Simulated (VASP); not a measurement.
# BeSn2C2 (P-3m1) in VASP: notebook, part 2 of 2

VASP 6.6.1.

### 3 Single point, PBE

This run uses another cell than the first one, of the same volume but with other edges.

Input file INCAR:

```
PREC = Accurate ; ENCUT = 520
EDIFF = 1E-6 ; ISMEAR = 0
SIGMA = 0.1 ; LREAL = False
LASPH = True ; NELM = 80
ALGO = Normal ; ISIF = 2
LWAVE = False ; LCHARG = True
GGA = PE ; LELF = True
LVHAR = True ; NBANDS = 27
```

Input file KPOINTS:

```
Automatic mesh
0
Gamma
  6 6 4
```

Input file POSCAR:

```
BeSn2C2
1.0
    3.6875090847      0.0000000000      0.0000000000
   -1.8437545424      3.1934765440      0.0000000000
    0.0000000000      0.0000000000      7.0036600199
Be Sn C
1 2 2
Direct
    0.0000000000      0.0000000000      0.0000000000
    0.3333333333      0.6666666667      0.2873305452
    0.6666666667      0.3333333333      0.7126694548
    0.3333333333      0.6666666667      0.6514121026
    0.6666666667      0.3333333333      0.3485878974
```

Potentials or basis: VASP PAW PBE potentials, release 64 (Be, Sn_d, C).

The run is started by

```
$ cat potpaw_PBE.64/Be/POTCAR potpaw_PBE.64/Sn_d/POTCAR potpaw_PBE.64/C/POTCAR > POTCAR
$ mpirun -np 1 vasp_std > vasp.out
```

OUTCAR:

```text
PREC = Accurate
   ENCUT = 520
   EDIFF = 1E-6
   ISMEAR = 0
   LREAL = False
   LASPH = True
   NELM = 80
   ISIF = 2
   GGA = PE

 ion  position               nearest neighbor table
   1  0.000  0.000  0.000-   2 2.93   3 2.93   2 2.93   3 2.93   3 2.93   2 2.93
   2  0.333  0.667  0.287-   5 2.17   5 2.17   5 2.17   4 2.55   1 2.93   1 2.93   1 2.93   3 3.66
                             3 3.66   3 3.66
   3  0.667  0.333  0.713-   4 2.17   4 2.17   4 2.17   5 2.55   1 2.93   1 2.93   1 2.93   2 3.66
                             2 3.66   2 3.66
   4  0.333  0.667  0.651-   3 2.17   3 2.17   3 2.17   2 2.55
   5  0.667  0.333  0.349-   2 2.17   2 2.17   2 2.17   3 2.55

  LATTYP: Found a hexagonal cell.
 ALAT       =     3.6875090847
 C/A-ratio  =     1.8992929533

  Lattice vectors:

 A1 = (   3.6875090847,   0.0000000000,   0.0000000000)
 A2 = (  -1.8437545424,   3.1934765440,   0.0000000000)
 A3 = (   0.0000000000,   0.0000000000,   7.0036600199)

Analysis of symmetry for initial positions (statically):
=====================================================================
 Subroutine PRICEL returns:
 Original cell was already a primitive cell.

 Routine SETGRP: Setting up the symmetry group for a
 hexagonal supercell.

 Subroutine GETGRP returns: Found 12 space group operations
 (whereof 12 operations were pure point group operations)
 out of a pool of 24 trial point group operations.

The static configuration has the point symmetry D_3d.

Analysis of symmetry for dynamics (positions and initial velocities):
=====================================================================
 Subroutine PRICEL returns:
 Original cell was already a primitive cell.

 Routine SETGRP: Setting up the symmetry group for a
 hexagonal supercell.

 Subroutine GETGRP returns: Found 12 space group operations
 (whereof 12 operations were pure point group operations)
 out of a pool of 24 trial point group operations.
[... 124 lines left out ...]
   IMIX   =      4    mixing-type and parameters
     AMIX     =   0.40;   BMIX     =  1.00
     AMIX_MAG =   1.60;   BMIX_MAG =  1.00
  volume/ion in A,a.u.               =      16.49       111.31
  Fermi-wavevector in a.u.,A,eV,Ry     =   1.264432  2.389430 21.752827  1.598788
  Thomas-Fermi vector in A             =   2.397737
   LORBIT       =      0    0 simple, 1 ext, 2 COOP (PROOUT), +10 PAW based schemes
   GGA     = PE    functional components
   LHFCALC =     F    Hartree Fock is set to
   AEXX    =    0.0000 exact exchange contribution
   IVDW    =     0    specifies the selected vdW correction
   LEPSILON=     F    determine dielectric tensor
   LRPA    =     F    only Hartree local field effects (RPA)
 non-spin polarized calculation
 Gauss-broadening in eV      SIGMA  =   0.10
  energy-cutoff  :      520.00
  volume of cell :       82.47
 maximum number of plane-waves:      2248
   NGX = 13   NGY = 13   NGZ = 27

 number of electron      37.9999988 magnetization

 Free energy of the ion-electron system (eV)
  ---------------------------------------------------
  ext. energy  EPLUGINS =         0.00000000
  ---------------------------------------------------
  free energy    TOTEN  =       -22.23434795 eV

  energy without entropy =      -22.21907161  energy(sigma->0) =      -22.22670978

 E-fermi :   6.8678     XC(G=0): -10.3174

 val. band max:        6.8458209703   @ k =   0.3333   0.3333   0.5000
 cond. band min:       6.8722720021   @ k =   0.0000   0.1667   0.2500
 fundamental gap:      0.0264510318
 Fermi energy:         6.8678191999

 k-point     1 :       0.0000    0.0000    0.0000
  band No.  band energies     occupation
      1     -14.6614      2.00000
      2     -14.6306      2.00000
      3     -14.5968      2.00000
      4     -14.5968      2.00000
      5     -14.5749      2.00000
      6     -14.5749      2.00000
[... 709 lines left out ...]
     26      14.0792      0.00000
     27      14.0792      0.00000

------------------------ aborting loop because EDIFF is reached ----------------------------------------

  FORCE on cell =-STRESS in cart. coord.  units (eV):
  Direction    XX          YY          ZZ          XY          YZ          ZX
  --------------------------------------------------------------------------------------
  -------------------------------------------------------------------------------------
  Total        0.0361756      0.0361756      0.1482689     -0.0000000      0.0000000     -0.0000000
  in kB        0.7027551      0.7027551      2.8803061     -0.0000000      0.0000000     -0.0000000
  external PRESSURE =       1.4286055 kB  Pullay stress =       0.0000000 kB

 VOLUME and BASIS-vectors are now :
 -----------------------------------------------------------------------------
  energy-cutoff  :      520.00
  volume of cell :       82.47
      direct lattice vectors                 reciprocal lattice vectors
     3.687509085  0.000000000  0.000000000     0.271185773  0.156569179  0.000000000
    -1.843754542  3.193476544  0.000000000     0.000000000  0.313138358  0.000000000
     0.000000000  0.000000000  7.003660020     0.000000000  0.000000000  0.142782488

 POSITION                                       TOTAL-FORCE (eV/Angst)
 -----------------------------------------------------------------------------------
      0.00000      0.00000      0.00000        -0.000000      0.000000      0.000000
     -0.00000      2.12898      2.01237        -0.000000      0.000000     -0.029057
      1.84375      1.06449      4.99129         0.000000     -0.000000      0.029057
     -0.00000      2.12898      4.56227        -0.000000      0.000000     -0.025901
      1.84375      1.06449      2.44139         0.000000     -0.000000      0.025901
 -----------------------------------------------------------------------------------
    total drift:                                0.000000     -0.000000      0.000000

  FREE ENERGIE OF THE ION-ELECTRON SYSTEM (eV)
  ---------------------------------------------------
  free  energy   TOTEN  =       -22.2343479527 eV

  energy  without entropy=      -22.2190716130  energy(sigma->0) =      -22.22670978
```

stdout:

```text
POSCAR found type information on POSCAR BeSnC
 POSCAR found :  3 types and       5 ions
 scaLAPACK will be used
 LDA part: xc-table for (Slater+PW92), standard interpolation
 POSCAR, INCAR and KPOINTS ok, starting setup
 FFT: planning ... GRIDC
 FFT: planning ... GRID_SOFT
 FFT: planning ... GRID
 WAVECAR not read
 entering main loop
```

It took 62 s on 1 thread of Oxide Virtual Turin-like, shared host; peak memory 0.18 GiB.

What came out:

```
Free energy            : -22.2343 eV
Pressure               : 0.1 GPa
Largest force          : 0.029 eV/Å
Band gap on the k mesh : zero (band 19 reaches 7.06 eV, above the bottom of band 20 at 5.51 eV)
```

Forces on the atoms (eV/Å):
```
Be   0.000  0.000  0.000
Sn   0.000  0.000 -0.029
Sn   0.000  0.000  0.029
C    0.000  0.000 -0.026
C    0.000  0.000  0.026
```

Levels at points of the mesh, in eV from the Fermi level:
```
           k point  band 17  band 18  band 19  band 20  band 21  band 22
(0.00, 0.00, 0.00)    -1.23    -0.84    -0.84     1.75     2.30     2.59
(0.50, 0.00, 0.00)    -2.97    -2.32    -0.26     0.54     1.03     1.40
(0.00, 0.00, 0.50)    -0.87    -0.87    -0.49    -0.23     2.41     3.53
(0.50, 0.00, 0.50)    -2.50    -2.28    -1.40    -1.35     1.54     1.97
```

Caveat: spin-orbit coupling is left out, which moves the levels of the heavy elements.

### 4 Single point, PBE

This run uses another cell than the first one, of the same volume but with other edges.

Input file INCAR:

```
SYSTEM = BeSn2C2
ALGO = Normal
EDIFF = 1E-6
ENCUT = 520
GGA = PE
ISIF = 2
ISMEAR = 0
LASPH = .True.
LCHARG = .False.
LREAL = .False.
LWAVE = .False.
NBANDS = 27
NELM = 80
PREC = Accurate
SIGMA = 0.1
```

Input file KPOINTS:

```
k-points
0
Gamma
  12 12 6
  0 0 0
```

Input file POSCAR:

```
BeSn2C2
1.0
    3.6752495913      0.0000000000      0.0000000000
   -1.8376247956      3.1828595113      0.0000000000
    0.0000000000      0.0000000000      7.0694798386
Be Sn C
1 2 2
Direct
    0.0000000000      0.0000000000      0.0000000000
    0.3333333333      0.6666666667      0.2860666552
    0.6666666667      0.3333333333      0.7139333448
    0.3333333333      0.6666666667      0.6502045143
    0.6666666667      0.3333333333      0.3497954857
```

Potentials or basis: VASP PAW PBE potentials, release 64 (Be, Sn_d, C).

The run is started by

```
$ cat potpaw_PBE.64/Be/POTCAR potpaw_PBE.64/Sn_d/POTCAR potpaw_PBE.64/C/POTCAR > POTCAR
$ mpirun -np 1 vasp_std > vasp.out
```

OUTCAR:

```text
SYSTEM = BeSn2C2
   EDIFF = 1E-6
   ENCUT = 520
   GGA = PE
   ISIF = 2
   ISMEAR = 0
   LASPH = .True.
   LREAL = .False.
   NELM = 80
   PREC = Accurate

 ion  position               nearest neighbor table
   1  0.000  0.000  0.000-   2 2.93   3 2.93   2 2.93   3 2.93   3 2.93   2 2.93
   2  0.333  0.667  0.286-   5 2.17   5 2.17   5 2.17   4 2.57   1 2.93   1 2.93   1 2.93   3 3.69
                             3 3.69   3 3.69
   3  0.667  0.333  0.714-   4 2.17   4 2.17   4 2.17   5 2.57   1 2.93   1 2.93   1 2.93   2 3.69
                             2 3.69   2 3.69
   4  0.333  0.667  0.650-   3 2.17   3 2.17   3 2.17   2 2.57
   5  0.667  0.333  0.350-   2 2.17   2 2.17   2 2.17   3 2.57

  LATTYP: Found a hexagonal cell.
 ALAT       =     3.6752495913
 C/A-ratio  =     1.9235373443

  Lattice vectors:

 A1 = (   3.6752495913,   0.0000000000,   0.0000000000)
 A2 = (  -1.8376247956,   3.1828595113,   0.0000000000)
 A3 = (   0.0000000000,   0.0000000000,   7.0694798386)

Analysis of symmetry for initial positions (statically):
=====================================================================
 Subroutine PRICEL returns:
[... 173 lines left out ...]
  free energy    TOTEN  =       -22.25711138 eV

  energy without entropy =      -22.24549098  energy(sigma->0) =      -22.25130118

 E-fermi :   6.7793     XC(G=0): -10.3052

 val. band max:        6.7740181543   @ k =   0.2500   0.0000   0.5000
 cond. band min:       6.7795294719   @ k =  -0.0833   0.3333   0.3333
 fundamental gap:      0.0055113176
 Fermi energy:         6.7793298285

 k-point     1 :       0.0000    0.0000    0.0000
  band No.  band energies     occupation
      1     -14.6811      2.00000
      2     -14.6547      2.00000
      3     -14.6182      2.00000
      4     -14.6182      2.00000
      5     -14.5981      2.00000
      6     -14.5981      2.00000
[... 709 lines left out ...]
     26      13.2756      0.00000
     27      13.4749      0.00000

 [... further k-points ...]
[... 5 lines left out ...]
  --------------------------------------------------------------------------------------
  -------------------------------------------------------------------------------------
  Total       -0.0196836     -0.0196836      0.0054893     -0.0000000      0.0000000      0.0000000
  in kB       -0.3813494     -0.3813494      0.1063501     -0.0000000      0.0000000      0.0000000
  external PRESSURE =      -0.2187829 kB  Pullay stress =       0.0000000 kB

 VOLUME and BASIS-vectors are now :
 -----------------------------------------------------------------------------
  energy-cutoff  :      520.00
  volume of cell :       82.70
      direct lattice vectors                 reciprocal lattice vectors
     3.675249591  0.000000000  0.000000000     0.272090364  0.157091445  0.000000000
    -1.837624796  3.182859511  0.000000000     0.000000000  0.314182890  0.000000000
     0.000000000  0.000000000  7.069479839     0.000000000  0.000000000  0.141453123

 POSITION                                       TOTAL-FORCE (eV/Angst)
 -----------------------------------------------------------------------------------
      0.00000      0.00000      0.00000        -0.000000      0.000000      0.000000
     -0.00000      2.12191      2.02234         0.000000     -0.000000     -0.004350
      1.83762      1.06095      5.04714        -0.000000      0.000000      0.004350
     -0.00000      2.12191      4.59661         0.000000     -0.000000      0.005923
      1.83762      1.06095      2.47287        -0.000000      0.000000     -0.005923
 -----------------------------------------------------------------------------------
    total drift:                                0.000000      0.000000     -0.000000

  FREE ENERGIE OF THE ION-ELECTRON SYSTEM (eV)
  ---------------------------------------------------
  free  energy   TOTEN  =       -22.2571113762 eV

  energy  without entropy=      -22.2454909765  energy(sigma->0) =      -22.25130118
```

Run time: 5.9 min. Hardware: 1 thread of Oxide Virtual Turin-like, shared host; peak memory 0.3 GiB.

What came out:

* Free energy: -22.2571 eV
* Pressure: 0.0 GPa
* Largest force: 0.006 eV/Å
* Band gap on the k mesh: zero (band 19 reaches 7.11 eV, above the bottom of band 20 at 5.44 eV)

Forces on the atoms (eV/Å):
```
Be   0.000  0.000  0.000
Sn   0.000  0.000 -0.004
Sn   0.000  0.000  0.004
C    0.000  0.000  0.006
C    0.000  0.000 -0.006
```

Levels at points of the mesh, in eV from the Fermi level:
```csv
k point,band 16,band 17,band 18,band 19,band 20,band 21,band 22,band 23
"(0.00, 0.00, 0.00)",-1.78,-1.21,-0.76,-0.76,1.78,2.38,2.58,3.45
"(0.50, 0.00, 0.00)",-3.57,-2.90,-2.25,-0.23,0.58,1.10,1.37,2.98
"(0.00, 0.00, 0.50)",-1.75,-0.80,-0.80,-0.39,-0.15,2.48,3.64,3.64
"(0.50, 0.00, 0.50)",-2.53,-2.43,-2.25,-1.37,-1.34,1.61,2.06,2.78
```

Caveat: spin-orbit coupling is left out, which moves the levels of the heavy elements.

### 5 Overview

| cell | k mesh | gap on the mesh (eV) | pressure (GPa) | largest force (eV/Å) |
| --- | --- | --- | --- | --- |
| a = 3.829, b = 3.829, c = 6.501 Å, angles 90.0, 90.0, 120.0°, 5 atoms | 6 × 6 × 4 | none | -3.9 | 0.94 |
| a = 3.688, b = 3.688, c = 7.004 Å, angles 90.0, 90.0, 120.0°, 5 atoms | 6 × 6 × 4 | none | 0.1 | 0.03 |
| a = 3.675, b = 3.675, c = 7.069 Å, angles 90.0, 90.0, 120.0°, 5 atoms | 12 × 12 × 6 | none | 0.0 | 0.01 |

Alike in all rows: task single point; level PBE; potentials or basis VASP PAW PBE potentials, release 64 (Be, Sn_d, C); no spin polarisation; cutoff (eV) 520; smearing gaussian 0.1 eV.

Caveats: spin-orbit coupling is left out, which moves the levels of the heavy elements.

Total energies depend on the potentials used, so only differences within one code and one set of settings carry meaning.
